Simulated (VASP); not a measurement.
# GaSi (Pnma) in VASP: further runs

The runs below take GaSi through single point, relaxation of cell and atoms, with PBE.

All numbers are computed with VASP 6.6.1; they aren't measurements. Logs are shortened: lines on timing, memory, paths and dates and some standing lists are left out, and cuts for length are marked.

### Step 1. The cell of the first run

It takes space group Pnma (No. 62, orthorhombic). Conventional cell: a = 5.268 Å, b = 3.609 Å, c = 7.466 Å, α = 90.00°, β = 90.00°, γ = 90.00°. Ga (site symmetry m) has 6 Si at 2.63 to 3.09 Å and 4 Ga at 2.91 to 3.08 Å within 3.5 Å. Si (site symmetry m) has 2 Si at 2.47 Å and 6 Ga at 2.63 to 3.09 Å within 3.3 Å.

### Step 2. Single point, PBE

File INCAR:

```
SYSTEM = GaSi
ALGO = Normal
EDIFF = 1E-6
ENCUT = 520
GGA = PE
ISIF = 2
ISMEAR = 0
LASPH = .TRUE.
LCHARG = .TRUE.
LELF = .TRUE.
LREAL = .FALSE.
LVHAR = .TRUE.
LWAVE = .FALSE.
NBANDS = 44
NELM = 100
PREC = Accurate
SIGMA = 0.1
```

File KPOINTS:

```
k-points
0
G
  4 6 4
  0 0 0
```

File POSCAR:

```
GaSi
1.0
    5.2682005450      0.0000000000      0.0000000000
    0.0000000000      3.6094298322      0.0000000000
    0.0000000000      0.0000000000      7.4657723570
Ga Si
4 4
Direct
   -0.0064718437      0.2500000000      0.8330755756
    0.5064718437      0.7500000000      0.3330755756
    0.4935281563      0.2500000000      0.6669244244
    1.0064718437      0.7500000000      0.1669244244
    0.1246652635      0.2500000000      0.4292794362
    0.3753347365      0.7500000000      0.9292794362
    0.6246652635      0.2500000000      0.0707205638
    0.8753347365      0.7500000000      0.5707205638
```

Potentials or basis: VASP PAW PBE potentials, release 64 (Ga_d, Si).

On the command line:

```sh
cat potpaw_PBE.64/Ga_d/POTCAR potpaw_PBE.64/Si/POTCAR > POTCAR
mpirun -np 1 vasp_std > vasp.out
```

OUTCAR:

```text
SYSTEM = GaSi
   EDIFF = 1E-6
   ENCUT = 520
   GGA = PE
   ISIF = 2
   ISMEAR = 0
   LASPH = .TRUE.
   LREAL = .FALSE.
   NELM = 100
   PREC = Accurate

 ion  position               nearest neighbor table
   1  0.994  0.250  0.833-   7 2.63   8 2.74   8 2.74   6 2.80   6 2.80   3 2.91   3 2.91
   2  0.506  0.750  0.333-   8 2.63   7 2.74   7 2.74   5 2.80   5 2.80   4 2.91   4 2.91
   3  0.494  0.250  0.667-   5 2.63   6 2.74   6 2.74   8 2.80   8 2.80   1 2.91   1 2.91
   4  0.006  0.750  0.167-   6 2.63   5 2.74   5 2.74   7 2.80   7 2.80   2 2.91   2 2.91
   5  0.125  0.250  0.429-   8 2.47   8 2.47   3 2.63   4 2.74   4 2.74   2 2.80   2 2.80
   6  0.375  0.750  0.929-   7 2.47   7 2.47   4 2.63   3 2.74   3 2.74   1 2.80   1 2.80
   7  0.625  0.250  0.071-   6 2.47   6 2.47   1 2.63   2 2.74   2 2.74   4 2.80   4 2.80
   8  0.875  0.750  0.571-   5 2.47   5 2.47   2 2.63   1 2.74   1 2.74   3 2.80   3 2.80

  LATTYP: Found a simple orthorhombic cell.
 ALAT       =     3.6094298322
 B/A-ratio  =     1.4595658566
 C/A-ratio  =     2.0684076721

  Lattice vectors:

 A1 = (   0.0000000000,  -3.6094298322,   0.0000000000)
 A2 = (   5.2682005450,   0.0000000000,   0.0000000000)
 A3 = (   0.0000000000,   0.0000000000,   7.4657723570)

Analysis of symmetry for initial positions (statically):
=====================================================================
 Subroutine PRICEL returns:
 Original cell was already a primitive cell.

 Routine SETGRP: Setting up the symmetry group for a
 simple orthorhombic supercell.

 Subroutine GETGRP returns: Found  8 space group operations
 (whereof  2 operations were pure point group operations)
 out of a pool of  8 trial point group operations.

The static configuration has the point symmetry S_2 .
 The point group associated with its full space group is D_2h.

Analysis of symmetry for dynamics (positions and initial velocities):
=====================================================================
 Subroutine PRICEL returns:
 Original cell was already a primitive cell.

 Routine SETGRP: Setting up the symmetry group for a
 simple orthorhombic supercell.

 Subroutine GETGRP returns: Found  8 space group operations
 (whereof  2 operations were pure point group operations)
 out of a pool of  8 trial point group operations.

The dynamic configuration has the point symmetry S_2 .
 The point group associated with its full space group is D_2h.

 Subroutine INISYM returns: Found  8 space group operations
 (whereof  2 operations are pure point group operations),
 and found     1 'primitive' translations

----------------------------------------------------------------------------------------

                                     Primitive cell

  volume of cell :     141.9632

  direct lattice vectors                    reciprocal lattice vectors
     5.268200545  0.000000000  0.000000000     0.189818135  0.000000000  0.000000000
     0.000000000  3.609429832  0.000000000     0.000000000  0.277052068  0.000000000
     0.000000000  0.000000000  7.465772357     0.000000000  0.000000000  0.133944614

  length of vectors
     5.268200545  3.609429832  7.465772357     0.189818135  0.277052068  0.133944614

  position of ions in fractional coordinates (direct lattice)
     0.993528156  0.250000000  0.833075576
     0.506471844  0.750000000  0.333075576
     0.493528156  0.250000000  0.666924424
     0.006471844  0.750000000  0.166924424
     0.124665263  0.250000000  0.429279436
     0.375334737  0.750000000  0.929279436
     0.624665263  0.250000000  0.070720564
     0.875334737  0.750000000  0.570720564

  ion indices of the primitive-cell ions
   primitive index   ion index
                 1           1
                 2           2
                 3           3
                 4           4
                 5           5
                 6           6
                 7           7
                 8           8

----------------------------------------------------------------------------------------

 KPOINTS: k-points

Automatic generation of k-mesh.
 Grid dimensions read from file:
 generate k-points for:    4    6    4

 Generating k-lattice:

  Cartesian coordinates                     Fractional coordinates (reciprocal lattice)
     0.047454534  0.000000000  0.000000000     0.250000000  0.000000000  0.000000000
     0.000000000  0.046175345  0.000000000     0.000000000  0.166666667  0.000000000
     0.000000000  0.000000000  0.033486154     0.000000000  0.000000000  0.250000000

  Length of vectors
     0.047454534  0.046175345  0.033486154

  Shift w.r.t. Gamma in fractional coordinates (k-lattice)
     0.000000000  0.000000000  0.000000000

 Subroutine IBZKPT returns following result:
 ===========================================

 Found     36 irreducible k-points:

 Following reciprocal coordinates:
            Coordinates               Weight
  0.000000  0.000000  0.000000      1.000000
  0.250000  0.000000  0.000000      2.000000
  0.500000  0.000000  0.000000      1.000000
  0.000000  0.166667  0.000000      2.000000
  0.250000  0.166667  0.000000      4.000000
  0.500000  0.166667  0.000000      2.000000
[... 16 lines left out ...]
  0.250000  0.500000  0.250000      4.000000
  0.500000  0.500000  0.250000      2.000000
 [... further k-points ...]
   k-points           NKPTS =     36   k-points in BZ     NKDIM =     36   number of bands    NBANDS=     44
   number of dos      NEDOS =    301   number of ions     NIONS =      8
   total plane-waves  NPLWV =  62720
   dimension x,y,z NGX =    40 NGY =   28 NGZ =   56
   dimension x,y,z NGXF=    80 NGYF=   56 NGZF=  112
   ions per type =               4   4
   NGX,Y,Z   is equivalent  to a cutoff of  12.62, 12.90, 12.47 a.u.
   NGXF,Y,Z  is equivalent  to a cutoff of  25.25, 25.79, 24.94 a.u.
 SYSTEM =  GaSi
   PREC   = accura    normal or accurate (medium, high low for compatibility)
   ISTART =      0    job   : 0-new  1-cont  2-samecut
   ICHARG =      2    charge: 1-file 2-atom 10-const
   ISPIN  =      1    spin polarized calculation?
   LNONCOLLINEAR =      F non collinear calculations
   LSORBIT =      F    spin-orbit coupling
   LASPH  =      T    aspherical Exc in radial PAW
   ENCUT  =  520.0 eV  38.22 Ry    6.18 a.u.   9.80  6.71 13.88*2*pi/ulx,y,z
   NELM   =    100;   NELMIN=  2; NELMDL= -5     # of ELM steps
   EDIFF  = 0.1E-05   stopping-criterion for ELM
   LREAL  =      F    real-space projection
   EDIFFG = 0.1E-04   stopping-criterion for IOM
   NSW    =      0    number of steps for IOM
   IBRION =     -1    ionic relax: 0-MD 1-quasi-New 2-CG
   NFREE  =      0    steps in history (QN), initial steepest desc. (CG)
   ISIF   =      2    stress and relaxation
   ISYM   =      2    0-nonsym 1-usesym 2-fastsym
   POTIM  = 0.5000    time-step for ionic-motion
   TEBEG  =    0.0;   TEEND  =   0.0 temperature during run
   PSTRESS=    0.0 pullay stress
   NELECT =      68.0000    total number of electrons
   NUPDOWN=      -1.0000    fix difference up-down
   EMIN   =  10.00;   EMAX   =-10.00  energy-range for DOS
   EFERMI =   0.00;   METHOD = LEGACY
   ISMEAR =     0;   SIGMA  =   0.10  broadening in eV -4-tet -1-fermi 0-gaus
   EFERMI_NEDOS =   21; number of points for ismear=-14 and -15
   IALGO  =     38    algorithm
   IMIX   =      4    mixing-type and parameters
     AMIX     =   0.40;   BMIX     =  1.00
     AMIX_MAG =   1.60;   BMIX_MAG =  1.00
  volume/ion in A,a.u.               =      17.75       119.75
  Fermi-wavevector in a.u.,A,eV,Ry     =   1.280912  2.420572 22.323558  1.640735
  Thomas-Fermi vector in A             =   2.413312
   LORBIT       =      0    0 simple, 1 ext, 2 COOP (PROOUT), +10 PAW based schemes
   GGA     = PE    functional components
   LHFCALC =     F    Hartree Fock is set to
   AEXX    =    0.0000 exact exchange contribution
   IVDW    =     0    specifies the selected vdW correction
   LEPSILON=     F    determine dielectric tensor
   LRPA    =     F    only Hartree local field effects (RPA)
 non-spin polarized calculation
 Gauss-broadening in eV      SIGMA  =   0.10
  energy-cutoff  :      520.00
  volume of cell :      141.96
 maximum number of plane-waves:      3848
 NGX is ok and might be reduce to    40
   NGX = 19   NGY = 13   NGZ = 27

 number of electron      68.0000021 magnetization

 Free energy of the ion-electron system (eV)
  ---------------------------------------------------
  ext. energy  EPLUGINS =         0.00000000
  ---------------------------------------------------
  free energy    TOTEN  =       -31.41656354 eV

  energy without entropy =      -31.39947310  energy(sigma->0) =      -31.40801832

 E-fermi :   6.6118     XC(G=0): -10.7514

 val. band max:        6.5996219750   @ k =   0.0000   0.1667   0.5000
 cond. band min:       6.6409077146   @ k =   0.2500   0.0000   0.2500
 fundamental gap:      0.0412857396
 Fermi energy:         6.6118090679

 k-point     1 :       0.0000    0.0000    0.0000
  band No.  band energies     occupation
      1      -8.2437      2.00000
      2      -8.2375      2.00000
      3      -8.2240      2.00000
      4      -8.2133      2.00000
      5      -8.2109      2.00000
      6      -8.2064      2.00000
[... 36 lines left out ...]
     43      11.4435      0.00000
     44      11.8585      0.00000

 k-point     2 :       0.2500    0.0000    0.0000
  band No.  band energies     occupation
      1      -8.2795      2.00000
      2      -8.2722      2.00000
      3      -8.2370      2.00000
      4      -8.2189      2.00000
      5      -8.2129      2.00000
      6      -8.2102      2.00000
[... 36 lines left out ...]
     43      10.7529      0.00000
     44      11.5078      0.00000

 k-point     3 :       0.5000    0.0000    0.0000
  band No.  band energies     occupation
      1      -8.2991      2.00000
      2      -8.2991      2.00000
      3      -8.2322      2.00000
      4      -8.2322      2.00000
      5      -8.2174      2.00000
      6      -8.2174      2.00000
[... 976 lines left out ...]
     43      12.0201      0.00000
     44      12.0201      0.00000

 k-point    24 :       0.5000    0.5000    0.2500
  band No.  band energies     occupation
      1      -8.2691      2.00000
      2      -8.2691      2.00000
      3      -8.2691      2.00000
      4      -8.2691      2.00000
      5      -8.2172      2.00000
      6      -8.2172      2.00000
[... 36 lines left out ...]
     43      11.2967      0.00000
     44      11.2968      0.00000

 [... further k-points ...]

------------------------ aborting loop because EDIFF is reached ----------------------------------------

  FORCE on cell =-STRESS in cart. coord.  units (eV):
  Direction    XX          YY          ZZ          XY          YZ          ZX
  --------------------------------------------------------------------------------------
  -------------------------------------------------------------------------------------
  Total        0.0440322      0.0684547      0.0048277      0.0000000      0.0000000      0.0000000
  in kB        0.4969421      0.7725711      0.0544845      0.0000000      0.0000000      0.0000000
  external PRESSURE =       0.4413326 kB  Pullay stress =       0.0000000 kB

 VOLUME and BASIS-vectors are now :
 -----------------------------------------------------------------------------
  energy-cutoff  :      520.00
  volume of cell :      141.96
      direct lattice vectors                 reciprocal lattice vectors
     5.268200545  0.000000000  0.000000000     0.189818135  0.000000000  0.000000000
     0.000000000  3.609429832  0.000000000     0.000000000  0.277052068  0.000000000
     0.000000000  0.000000000  7.465772357     0.000000000  0.000000000  0.133944614

 POSITION                                       TOTAL-FORCE (eV/Angst)
 -----------------------------------------------------------------------------------
      5.23411      0.90236      6.21955        -0.016135      0.000000      0.004856
      2.66820      2.70707      2.48667         0.016135     -0.000000      0.004856
      2.60001      0.90236      4.97911        -0.016135      0.000000     -0.004856
      0.03409      2.70707      1.24622         0.016135     -0.000000     -0.004856
      0.65676      0.90236      3.20490         0.010336     -0.000000      0.024572
      1.97734      2.70707      6.93779        -0.010336      0.000000      0.024572
      3.29086      0.90236      0.52798         0.010336     -0.000000     -0.024572
      4.61144      2.70707      4.26087        -0.010336      0.000000     -0.024572
 -----------------------------------------------------------------------------------
    total drift:                                0.000000     -0.000000     -0.000000

  FREE ENERGIE OF THE ION-ELECTRON SYSTEM (eV)
  ---------------------------------------------------
  free  energy   TOTEN  =       -31.4165635408 eV

  energy  without entropy=      -31.3994730992  energy(sigma->0) =      -31.40801832
```

Wall time 1.8 min (1 thread of AMD EPYC 9R45 (Zen 5), shared host); peak memory 0.3 GiB.

What came out:

* Free energy: -31.4166 eV
* Pressure: 0.0 GPa
* Largest force: 0.027 eV/Å
* Band gap on the k mesh: zero (band 34 reaches 7.95 eV, above the bottom of band 35 at 5.15 eV)

Forces on the atoms (eV/Å):
```
Ga  -0.016  0.000  0.005
Ga   0.016  0.000  0.005
Ga  -0.016  0.000 -0.005
Ga   0.016  0.000 -0.005
Si   0.010  0.000  0.025
Si  -0.010  0.000  0.025
Si   0.010  0.000 -0.025
Si  -0.010  0.000 -0.025
```

Levels at points of the mesh, in eV from the Fermi level:
| k point | band 31 | band 32 | band 33 | band 34 | band 35 | band 36 | band 37 | band 38 |
| --- | --- | --- | --- | --- | --- | --- | --- | --- |
| (0.00, 0.00, 0.00) | -1.43 | -1.04 | -0.32 | 0.68 | 1.61 | 2.27 | 2.32 | 2.65 |
| (0.50, 0.00, 0.00) | -0.61 | -0.61 | -0.01 | -0.01 | 1.56 | 1.56 | 1.85 | 1.85 |
| (0.00, 0.50, 0.00) | -2.35 | -2.35 | -1.33 | -1.33 | -0.86 | -0.86 | -0.12 | -0.12 |
| (0.50, 0.50, 0.00) | -4.19 | -4.19 | 1.33 | 1.33 | 1.33 | 1.33 | 2.71 | 2.71 |
| (0.00, 0.00, 0.50) | -1.25 | -1.25 | -0.62 | -0.62 | 2.03 | 2.03 | 2.74 | 2.74 |
| (0.50, 0.00, 0.50) | -0.44 | -0.44 | 0.76 | 0.76 | 1.22 | 1.22 | 2.25 | 2.25 |
| (0.00, 0.50, 0.50) | -2.97 | -2.97 | -2.77 | -2.77 | -0.51 | -0.51 | 1.25 | 1.25 |
| (0.50, 0.50, 0.50) | -2.02 | -2.02 | -1.46 | -1.46 | -1.46 | -1.46 | 2.84 | 2.84 |

### Step 3. Relaxation of cell and atoms, PBE

This run uses another cell than the first one, of 14.57 Å³/atom, 0.821 times its volume.

File INCAR:

```
ALGO = Normal ; EDIFF = 1E-6
EDIFFG = -0.04 ; ENCUT = 600
GGA = PE ; IBRION = 2
ISIF = 3 ; ISMEAR = 0
LASPH = T ; LCHARG = F
LREAL = F ; LWAVE = F
NELM = 100 ; NSW = 90
PREC = Accurate ; SIGMA = 0.1
```

File KPOINTS:

```
k-points
0
Gamma
  4 6 4
```

File POSCAR:

```
GaSi
1.0
    5.9167137011      0.0000000000      0.0000000000
    0.0000000000      3.3454599164      0.0000000000
    0.0000000000      0.0000000000      5.8874030251
Ga Si
4 4
Direct
    0.0100000000      0.2500000000      0.8100000000
    0.4900000000      0.7500000000      0.3100000000
    0.5100000000      0.2500000000      0.6900000000
    0.9900000000      0.7500000000      0.1900000000
    0.2200000000      0.2500000000      0.4200000000
    0.2800000000      0.7500000000      0.9200000000
    0.7200000000      0.2500000000      0.0800000000
    0.7800000000      0.7500000000      0.5800000000
```

Potentials or basis: VASP PAW PBE potentials, release 64 (Ga_d, Si).

On the command line:

```sh
cat potpaw_PBE.64/Ga_d/POTCAR potpaw_PBE.64/Si/POTCAR > POTCAR
mpirun -np 1 vasp_std > vasp.out
```

Wall time 60 min (1 thread of AMD EPYC 9R45 (Zen 5), shared host); peak memory 0.32 GiB.

The run converged. Its results:

```
Free energy                            : -31.4053 eV
Relaxed volume                         : 17.83 Å³/atom
Relaxed cell                           : a = 5.286 Å, b = 3.621 Å, c = 7.453 Å, α = 90.00°, β = 90.00°, γ = 90.00°
Space group after relaxing (to 0.05 Å) : Pnma (No. 62)
Energy gained by relaxing              : 437.4 meV/atom
Ionic steps                            : 54
Pressure after relaxing                : -0.2 GPa
Largest force after relaxing           : 0.027 eV/Å
Band gap on the k mesh                 : zero (band 34 reaches 7.90 eV, above the bottom of band 35 at 5.16 eV)
```

Forces in eV/Å, atoms in the order of the input:
```
Ga  -0.012  0.000 -0.001
Ga   0.012  0.000 -0.001
Ga  -0.012  0.000  0.001
Ga   0.012  0.000  0.001
Si  -0.027  0.000 -0.002
Si   0.027  0.000 -0.002
Si  -0.027  0.000  0.002
Si   0.027  0.000  0.002
```

Stress tensor (GPa, compression positive):
```
-0.17  0.00  0.00
 0.00 -0.33  0.00
 0.00  0.00 -0.13
```

Step by step:
```tsv
step	energy change (eV)	largest force (eV/Å)	pressure (GPa)	volume (Å³)
1	0.0000	1.9977	27.32	116.54
3	-2.4091	0.3468	-0.45	145.97
5	-2.4790	0.2549	-0.48	145.81
7	-2.6334	0.1638	1.66	142.07
9	-2.7716	0.1933	-0.41	146.70
11	-2.7727	0.1868	-0.34	146.40
13	-2.8041	0.2288	0.25	144.98
15	-2.8102	0.3634	0.62	144.03
17	-2.8732	0.4717	-0.15	145.04
19	-3.0283	0.5086	-2.82	148.85
21	-3.0813	0.4890	-2.71	148.10
23	-3.2120	0.2223	-0.44	144.27
25	-3.2265	0.2118	-1.18	145.13
27	-3.2341	0.2063	-0.96	144.47
29	-3.2304	0.3026	1.35	139.34
31	-3.2588	0.1861	0.19	141.77
33	-3.3360	0.2384	1.57	139.79
35	-3.3553	0.1948	2.21	138.90
37	-3.3627	0.2112	2.60	138.51
39	-3.3663	0.2700	2.05	139.94
41	-3.3842	0.2334	2.03	139.81
43	-3.4234	0.1812	-0.46	144.36
45	-3.4409	0.1519	-0.34	144.13
47	-3.4531	0.1789	0.45	143.01
49	-3.4689	0.1024	0.04	143.57
51	-3.4848	0.1339	-0.30	144.05
53	-3.4951	0.0958	0.45	141.85
54	-3.4996	0.0275	-0.21	142.65
```

Final structure:
```
Ga Si
1.0
     5.28635    0.00000    0.00000
     0.00000    3.62061    0.00000
     0.00000    0.00000    7.45280
Ga Si
4 4
Cartesian
  5.2545 0.9052 6.1889
  2.6751 2.7155 2.4625
  2.6113 0.9052 4.9903
  0.0319 2.7155 1.2639
  0.6766 0.9052 3.2217
  1.9665 2.7155 6.9481
  3.3198 0.9052 0.5047
  4.6097 2.7155 4.2311
```

Levels at points of the mesh, in eV from the Fermi level:
```
           k point  band 30  band 31  band 32  band 33  band 34  band 35  band 36  band 37  band 38  band 39
(0.00, 0.00, 0.00)    -1.82    -1.31    -1.06    -0.34     0.71     1.62     2.25     2.26     2.71     3.93
(0.50, 0.00, 0.00)    -0.86    -0.57    -0.57    -0.07    -0.07     1.51     1.51     1.84     1.84     2.80
(0.00, 0.50, 0.00)    -3.20    -2.34    -2.34    -1.32    -1.32    -0.86    -0.86    -0.11    -0.11     1.92
(0.50, 0.50, 0.00)    -4.15    -4.15    -4.15     1.34     1.34     1.34     1.34     2.75     2.75     2.75
(0.00, 0.00, 0.50)    -1.38    -1.27    -1.27    -0.65    -0.65     2.04     2.04     2.75     2.75     4.27
(0.50, 0.00, 0.50)    -0.74    -0.50    -0.50     0.68     0.68     1.22     1.22     2.28     2.28     2.55
(0.00, 0.50, 0.50)    -2.96    -2.94    -2.94    -2.82    -2.82    -0.45    -0.45     1.27     1.27     1.43
(0.50, 0.50, 0.50)    -2.00    -2.00    -2.00    -1.40    -1.40    -1.40    -1.40     2.81     2.81     2.81
```

Caveat: the volume moved by over 15 % at a fixed basis, so the end points are rough.
